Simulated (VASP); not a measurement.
**Sn: single point with r2SCAN**

Crystal: Sn.

```
Sn
1.0
     0.00000    3.28449    3.28449
     3.28449    0.00000    3.28449
     3.28449    3.28449    0.00000
Sn
2
Direct
  0.00000 0.00000 0.00000
  0.25000 0.25000 0.25000
```

```json
{
 "Program": "VASP 6.6.1",
 "Task": "single point",
 "Functional": "r2SCAN",
 "Potentials or basis": "VASP PAW PBE potentials, release 64 (Sn_d)",
 "Cutoff": "520 eV",
 "k mesh": "6 × 6 × 6",
 "Occupations": "fermi-dirac, width 0.02 eV",
 "Spin": "no spin polarisation"
}
```

- Pressure: -0.1 GPa
- Band gap on the k mesh: zero (filled and empty bands touch)

Levels at points of the mesh, in eV from the Fermi level:
| k point | band 11 | band 12 | band 13 | band 14 | band 15 | band 16 | band 17 | band 18 |
| --- | --- | --- | --- | --- | --- | --- | --- | --- |
| (0.00, 0.00, 0.00) | -10.89 | -0.64 | -0.01 | -0.01 | -0.01 | 2.21 | 2.21 | 2.21 |
| (0.50, 0.00, 0.00) | -9.25 | -6.46 | -1.22 | -1.22 | 0.05 | 3.34 | 3.34 | 5.95 |
| (0.50, 0.50, 0.00) | -7.74 | -7.74 | -2.57 | -2.57 | 0.94 | 0.94 | 7.91 | 7.91 |

It took 100 s on 1 thread of AMD EPYC 7R43 64-Core Processor (Zen 3), with other jobs on the host, peak memory 0.18 GiB.

Caveat: the PAW data sets were made with another functional, which shifts forces and pressure a little; spin-orbit coupling is left out, which moves the levels of the heavy elements.
